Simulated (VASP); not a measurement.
Runs of VASP 6.6.1 on MgB. The structure is that of space group P-3m1 (No. 164), or close to it. The cells are those of the table. 

```csv
task,cell,k mesh,gap on the mesh (eV),pressure (GPa),largest force (eV/Å)
single point,"a = 3.048, b = 3.048, c = 6.873 Å, angles 90.0, 90.0, 120.0°, 4 atoms",6 × 6 × 2,none,-0.1,0.01
single point,"a = 2.940, b = 2.940, c = 8.129 Å, angles 90.0, 90.0, 120.0°, 4 atoms",6 × 6 × 2,none,(a),2.55
relaxation of cell and atoms,"relaxed from a = 2.940, b = 2.940, c = 8.129 Å, angles 90.0, 90.0, 120.0°, 4 atoms",6 × 6 × 2,none,0.0,0.01
single point,"a = 3.062, b = 3.062, c = 6.784 Å, angles 90.0, 90.0, 120.0°, 4 atoms",18 × 18 × 8,none,-0.1,0.01
```

Alike in all rows: level PBE; potentials or basis VASP PAW PBE potentials, release 64 (Mg, B); no spin polarisation; cutoff (eV) 600; smearing gaussian 0.1 eV.

Problem. Estimate the missing entries.

Solution. (a) -8.7.

Caveats: some runs use coarse meshes; forces of over 1 eV/Å act on the atoms, so gaps and moduli don't describe the material at rest (some runs).

A gap of «none» marks levels without a gap at the run's occupations.
